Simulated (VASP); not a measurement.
Write the native input for VASP 6.6.1 that does the following.

```
Task                   : single point
Functional             : PBE
Potentials or basis    : VASP PAW PBE potentials, release 64 (K_sv, Lu, Al)
Cutoff                 : 600 eV
k mesh                 : 6 × 6 × 4
Occupations            : gaussian, width 0.1 eV
Spin                   : no spin polarisation
Dipole correction      : no
Further INCAR settings : ALGO = Normal; EDIFF = 1e-06; NBANDS = 43
```

The structure of KLu2Al3 lies in POSCAR:

```
KLu2Al3
1.0
    6.1468229182      0.0000000000      0.0000000000
   -3.0734114591      5.3233047997      0.0000000000
    0.0000000000      0.0000000000      4.9530440570
K Lu Al
1 2 3
Direct
    0.0000000000      0.0000000000      0.0000000000
    0.3333333333      0.6666666667      0.0000000000
    0.6666666667      0.3333333333      0.0000000000
    0.5000000000      0.0000000000      0.5000000000
    0.5000000000      0.5000000000      0.5000000000
    0.0000000000      0.5000000000      0.5000000000
```

The cell was generated, and may not be a known phase.

The input as run:

INCAR

```
  PREC = Accurate
  ENCUT = 600
  EDIFF = 1E-6
  ISMEAR = 0
  SIGMA = 0.1
  LREAL = F
  LASPH = T
  NELM = 120
  ALGO = Normal
  ISIF = 2
  LWAVE = F
  LCHARG = T
  GGA = PE
  LELF = T
  LVHAR = T
  NBANDS = 43
  GGA_COMPAT = F
```

KPOINTS

```
Automatic mesh
0
Gamma
  6 6 4
```

Potentials or basis: VASP PAW PBE potentials, release 64 (K_sv, Lu, Al).

Launch:

```console
$ cat potpaw_PBE.64/K_sv/POTCAR potpaw_PBE.64/Lu/POTCAR potpaw_PBE.64/Al/POTCAR > POTCAR
$ mpirun -np 1 vasp_std > vasp.out
```

It gave:

```json
{
 "Pressure": "0.5 GPa",
 "Band gap on the k mesh": "zero (bands 34 and 35 overlap by 0.61 eV)"
}
```

Caveat: spin-orbit coupling is left out, which moves the levels of the heavy elements.

It took 7.5 min on 1 thread of Oxide Virtual Turin-like Processor (shared host), peak memory 0.39 GiB.
